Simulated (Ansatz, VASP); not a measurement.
# WS2 in VASP and in Ansatz

File POSCAR:

```
WS2
1.0
    1.5000503651      0.8660544821      6.0092467500
   -1.5000503651      0.8660544821      6.0092467500
    0.0000000000     -1.7321089641      6.0092467500
W S
1 2
Direct
    0.0000000000      0.0000000000      0.0000000000
    0.7503000000      0.7503000000      0.7503000000
    0.5810000000      0.5810000000      0.5810000000
```

File INCAR.step1:

```
SYSTEM = WS2
ALGO     = Normal         ! electronic algorithm
EDIFF    = 1E-4           ! SCF threshold, eV
ENCUT    = 520            ! plane-wave cutoff, eV
GGA      = PE             ! functional
ISMEAR   = 0              ! smearing method
LASPH    = .True.         ! aspherical terms in the spheres
LCHARG   = .False.        ! write CHGCAR
LREAL    = .False.        ! projectors in reciprocal space
LWAVE    = .True.         ! write WAVECAR
NBANDS   = 20             ! bands
NELM     = 60             ! most SCF steps
PREC     = Accurate       ! precision mode
SIGMA    = 0.05           ! smearing width, eV
```

INCAR.step2

```
SYSTEM = WS2
ALGO     = Normal         ! electronic algorithm
EDIFF    = 1E-6           ! SCF threshold, eV
ENCUT    = 520            ! plane-wave cutoff, eV
ISIF     = 2              ! what is computed and relaxed
ISMEAR   = 0              ! smearing method
ISTART   = 1            
LASPH    = .True.         ! aspherical terms in the spheres
LCHARG   = .False.        ! write CHGCAR
LMIXTAU  = .True.       
LREAL    = .False.        ! projectors in reciprocal space
LWAVE    = .False.        ! write WAVECAR
METAGGA  = R2SCAN         ! meta-GGA
NBANDS   = 20             ! bands
NELM     = 60             ! most SCF steps
PREC     = Accurate       ! precision mode
SIGMA    = 0.05           ! smearing width, eV
```

Contents of KPOINTS:

```
k-points
0
Gamma
  12 12 12
  0 0 0
```

Input for Ansatz:

```yaml
crystal:
  lattice:
    - [1.5000503651, 0.8660544821, 6.00924675]
    - [-1.5000503651, 0.8660544821, 6.00924675]
    - [0.0, -1.7321089641, 6.00924675]
  atoms:
    - { symbol: W, position: [0.0, 0.0, 0.0] }
    - { symbol: S, position: [0.7503, 0.7503, 0.7503] }
    - { symbol: S, position: [0.581, 0.581, 0.581] }
basis:
  ecutwfc: 500
kpoints:
  mp_grid: { grid: [12, 12, 12] }
hamiltonian:
  xc: r2scan
scf:
  occupations: { method: gaussian, width: 0.05 }
output:
  forces: true
  stress: true
  eigenvalues: true
```

Change from the starting cell: strain -0.050 along x and y, -0.025 along z, atoms carried along.

Alike in both runs: task single point; functional r2SCAN; k mesh 12 × 12 × 12; occupations gaussian, width 0.05 eV; no spin polarisation.

|  | VASP | Ansatz |
| --- | --- | --- |
| version | VASP 6.6.1 | Ansatz 0.2.0 |
| potentials or method | VASP PAW PBE potentials, release 64 (W_sv, S), cutoff 520 eV | scalar-relativistic, plane waves, PAW |
| valence electrons in the cell | 26 | 26 |

Ansatz gave:

```
gap on the k mesh at the Fermi level (eV)                     : 1.12
least direct gap on the mesh (eV)                             : 2.60
pressure (GPa)                                                : 32.1
traceless stress, the component that is largest in VASP (GPa) : -3.52
rms of the force components (eV/Å)                            : 1.129
```

Problem. Which values does VASP return?

Solution. gap on the k mesh at the Fermi level (eV): 1.13; least direct gap on the mesh (eV): 2.60; pressure (GPa): 32.4; traceless stress, the component that is largest in VASP (GPa): -3.62; rms of the force components (eV/Å): 1.144.

VASP's potentials were made for PBE, not for r2SCAN. Atom by atom the forces differ by 0.016 eV/Å (rms over components). Both programs put the cell under a high pressure, so it lies far from rest at this level. The functional is the same, so the differences come from potentials, cutoffs and numerics.

Spin-orbit coupling is off throughout.
